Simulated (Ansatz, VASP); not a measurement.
## Ta2Si in VASP and in Ansatz

```xyz
12
Lattice="6.1368 0.0000 0.0000 0.0000 6.1368 0.0000 0.0000 0.0000 5.1910" Properties=species:S:1:pos:R:3 pbc="T T T"
Ta    2.0644    1.0039    2.5955
Ta    5.1328    2.0644    2.5955
Ta    1.0039    2.0644    0.0000
Ta    4.0723    1.0039    0.0000
Ta    5.1328    4.0723    0.0000
Ta    2.0644    5.1328    0.0000
Ta    4.0723    5.1328    2.5955
Ta    1.0039    4.0723    2.5955
Si    0.0000    0.0000    1.2977
Si    0.0000    0.0000    3.8932
Si    3.0684    3.0684    3.8932
Si    3.0684    3.0684    1.2977
```

Change from the starting cell: strain along c alone, the other axes held, atoms relaxed: +3.0 %.

Alike in both runs: functional PBEsol; k mesh 6 × 6 × 8; occupations gaussian, width 0.1 eV; no spin polarisation.

Ansatz relaxed the structure, and its values are those at the end. VASP's run is a single point on that final structure, the one shown.

|  | VASP | Ansatz |
| --- | --- | --- |
| version | VASP 6.6.1 | Ansatz 0.2.0 |
| potentials or method | VASP PAW PBE potentials, release 64 (Ta_pv, Si), cutoff 520 eV | scalar-relativistic, plane waves, PAW |
| valence electrons in the cell | 104 | 120 |

Ansatz gave:

| Quantity | Value |
| --- | --- |
| gap on the k mesh at the Fermi level (eV) | none |
| pressure (GPa) | -6.1 |

**Question.** What did VASP give for the same quantities?

**Answer.** gap on the k mesh at the Fermi level (eV): none; pressure (GPa): -5.9.

VASP's potentials were made for PBE, not for PBEsol. A gap of «none» marks a metal or a gap that the smearing closes. With one functional, cell and mesh, what is left measures potentials, basis and numerics. VASP's potentials hold 104 valence electrons a cell and Ansatz's 120, so a difference there can come from the potentials and not from the codes. Ansatz's warnings: stress scf threshold loose.

Spin-orbit coupling is off throughout.
